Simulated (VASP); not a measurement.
A run of VASP 6.6.1:

Contents of INCAR:

```
SYSTEM = Sc
PREC = Accurate ; ENCUT = 600
EDIFF = 1E-7 ; ISMEAR = -1
SIGMA = 0.1 ; LREAL = .False.
LASPH = .True. ; NELM = 80
ALGO = Normal ; ISIF = 3
LWAVE = .False. ; LCHARG = .False.
IBRION = 2 ; NSW = 80
EDIFFG = -0.01
```

File KPOINTS:

```
Automatic mesh
0
Gamma
  7 7 10
  0 0 0
```

POSCAR

```
Sc
1.0
    5.2083761254      0.0000000000      0.0000000000
   -2.6041880627      4.5105860371      0.0000000000
    0.0000000000      0.0000000000      3.1927345649
Sc
3
Direct
    0.0000000000      0.0000000000      0.0000000000
    0.3333333333      0.6666666667      0.5000000000
    0.6666666667      0.3333333333      0.5000000000
```

Potentials or basis: VASP PAW LDA potentials, release 64 (Sc_sv).

Launch:

```sh
$ cat potpaw_LDA.64/Sc_sv/POTCAR > POTCAR
$ mpirun -np 1 vasp_std > vasp.out
```

Hardware: 1 thread of AMD EPYC 7R43 64-Core Processor (Zen 3), on a shared host.

Question: Estimate the wall time of this run.

Answer: Run time: 5.7 min on 1 thread of AMD EPYC 7R43 64-Core Processor (Zen 3), on a shared host, peak memory 0.2 GiB. Counts: scf iterations 63, k points 48, ion steps 7.
